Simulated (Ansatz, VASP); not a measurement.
## One calculation of Pt, two programs

```
CELL_PARAMETERS angstrom
0.00000 2.82441 2.82441
2.82441 0.00000 2.82441
2.82441 2.82441 0.00000
ATOMIC_POSITIONS crystal
Pt 0.87500 0.87500 0.87500
Pt 0.12500 0.12500 0.12500
```

Alike in both runs: task single point; functional PBEsol; k mesh 12 × 12 × 12; occupations fermi-dirac, width 0.1 eV; no spin polarisation.

```csv
,VASP,Ansatz
version,VASP 6.6.1,Ansatz 0.2.0
potentials or method,"VASP PAW PBE potentials, release 64 (Pt), cutoff 520 eV","all-electron LAPW, scalar-relativistic"
```

Ansatz gave:

| Item | Value |
| --- | --- |
| gap on the k mesh at the Fermi level (eV) | none |
| pressure (GPa) | 3.4 |

Problem. Estimate VASP's values.

Solution. gap on the k mesh at the Fermi level (eV): none; pressure (GPa): 2.8.

VASP's potentials were made for PBE, not for PBEsol. A gap of «none» marks a metal or a gap that the smearing closes. Ansatz ran all-electron here, and VASP with PAW potentials.

Neither program's run includes spin-orbit coupling.
